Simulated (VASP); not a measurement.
Runs of VASP 6.6.1 on W. The structure is that of space group I4/mmm (No. 139), or close to it. The cells are those of the table. 

| cell | further INCAR settings | gap on the mesh (eV) | pressure (GPa) |
| --- | --- | --- | --- |
| a = 2.664, b = 2.664, c = 3.189 Å, angles 53.2, 53.2, 73.5°, 1 atom | ALGO = Fast; EDIFF = 1e-06; NBANDS = 13 | none | (b) |
| a = 2.709, b = 2.709, c = 2.910 Å, angles 57.5, 57.5, 65.0°, 1 atom | ALGO = Fast; EDIFF = 1e-07; NBANDS = 13 | none | 18.1 |
| a = 2.693, b = 2.693, c = 2.828 Å, angles 58.3, 58.3, 63.3°, 1 atom | ALGO = Fast; EDIFF = 1e-07; NBANDS = 13 | none | 33.2 |
| a = 2.679, b = 2.679, c = 2.877 Å, angles 57.5, 57.5, 65.0°, 1 atom | ALGO = Fast; EDIFF = 1e-06; NBANDS = 13 | none | (a) |
| a = 2.683, b = 2.683, c = 2.943 Å, angles 56.7, 56.7, 66.5°, 1 atom | ALGO = Fast; EDIFF = 1e-06; NBANDS = 13 | none | 23.4 |

Alike in all rows: task single point; level LDA; potentials or basis VASP PAW LDA potentials, release 64 (W_sv); no spin polarisation; k mesh 22 × 22 × 22; cutoff (eV) 520; smearing gaussian 0.15 eV.

Task: Fill in the values left out.

Result: (a) 32.6; (b) 30.7.

Caveats: spin-orbit coupling is left out, which moves the levels of the heavy elements; the stress differs along the axes, from 15 to 61 GPa (at least some runs); the stress differs along the axes, from -6 to 30 GPa (at least some runs); the stress differs along the axes, from 13 to 43 GPa (at least some runs); the stress differs along the axes, from 7 to 46 GPa (at least some runs); the stress differs along the axes, from -1 to 36 GPa (at least some runs).

A k mesh can miss the band edges, and the runs leave out spin-orbit coupling on W.

A gap of «none» marks levels without a gap at the run's occupations.
